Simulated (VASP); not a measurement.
WC, 2 atoms in the cell. The structure is cubic, space group Fm-3m (No. 225). Conventional cell: a = 4.385 Å, b = 4.385 Å, c = 4.385 Å, α = 90.00°, β = 90.00°, γ = 90.00°. W (site symmetry m-3m) has 6 C at 2.19 Å within 2.9 Å. C (site symmetry m-3m) has 6 W at 2.19 Å within 2.9 Å. 

| Item | Value |
| --- | --- |
| Program | VASP 6.6.1 |
| Task | single point |
| Functional | PBE |
| Potentials or basis | VASP PAW PBE potentials, release 64 (W_sv, C) |
| Cutoff | 600 eV |
| k mesh | 10 × 10 × 10 |
| Occupations | gaussian, width 0.021 eV |
| Spin | no spin polarisation |
| Dipole correction | no |
| Further INCAR settings | ALGO = Normal; EDIFF = 1e-06; NBANDS = 16 |

Potentials or basis: VASP PAW PBE potentials, release 64 (W_sv, C).

Run with:

```sh
$ cat potpaw_PBE.64/W_sv/POTCAR potpaw_PBE.64/C/POTCAR > POTCAR
$ mpirun -np 1 vasp_std > vasp.out
```

Hardware: 1 thread of AMD EPYC 7R43 64-Core Processor (Zen 3), on a shared host.

Problem. Estimate the wall time of this run.

Solution. Wall time 22 s on 1 thread of AMD EPYC 7R43 64-Core Processor (Zen 3) (shared host), peak memory 0.14 GiB. Counts: scf iterations 13, k points 47.
